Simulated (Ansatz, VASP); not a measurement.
**InP: VASP beside Ansatz**

The input INCAR:

```
PREC = Accurate
ENCUT = 520
EDIFF = 1E-6
ISMEAR = -1
SIGMA = 0.02
LREAL = F
LASPH = T
NELM = 80
ALGO = Normal
ISIF = 2
LWAVE = F
LCHARG = F
GGA = PE
NBANDS = 16
```

Contents of KPOINTS:

```
regular mesh
0
Gamma
  6 6 6
```

The input POSCAR:

```
InP
1.0
    0.0000000000      2.9800000000      2.9800000000
    2.9800000000      0.0000000000      2.9800000000
    2.9800000000      2.9800000000      0.0000000000
In P
1 1
Direct
    0.0000000000      0.0000000000      0.0000000000
    0.2500000000      0.2500000000      0.2500000000
```

Input for Ansatz:

```yaml
crystal:
  lattice:
    - [0, 2.98, 2.98]
    - [2.98, 0, 2.98]
    - [2.98, 2.98, 0]
  atoms:
    - { symbol: In, position: [0, 0, 0] }
    - { symbol: P, position: [0.25, 0.25, 0.25] }
kpoints:
  mp_grid: { grid: [6, 6, 6] }
hamiltonian:
  xc: pbe
  pseudopotentials:
    kind: all_electron
    relativity: scalar
    datasets: crystal
    dataset_attempts: all
    nuclear_model: point
scf:
  occupations: { method: fermi_dirac, width: 0.02 }
  convergence: { dr2_threshold: "1e-9 eV" }
  max_iter: 300
output:
  forces: true
  stress: true
  eigenvalues: true
```

Alike in both runs: task single point; functional PBE; k mesh 6 × 6 × 6; occupations fermi-dirac, width 0.02 eV; no spin polarisation.

|  | VASP | Ansatz |
| --- | --- | --- |
| version | VASP 6.6.1 | Ansatz 0.2.0 development build |
| potentials or method | VASP PAW PBE potentials, release 64 (In_d, P), cutoff 520 eV | plane waves, all-electron PAW datasets generated for the crystal |

```csv
,VASP,Ansatz,Ansatz less VASP
gap on the k mesh at the Fermi level (eV),0.44,0.44,+0.002
```

Ansatz ran all-electron here, and VASP with PAW potentials.
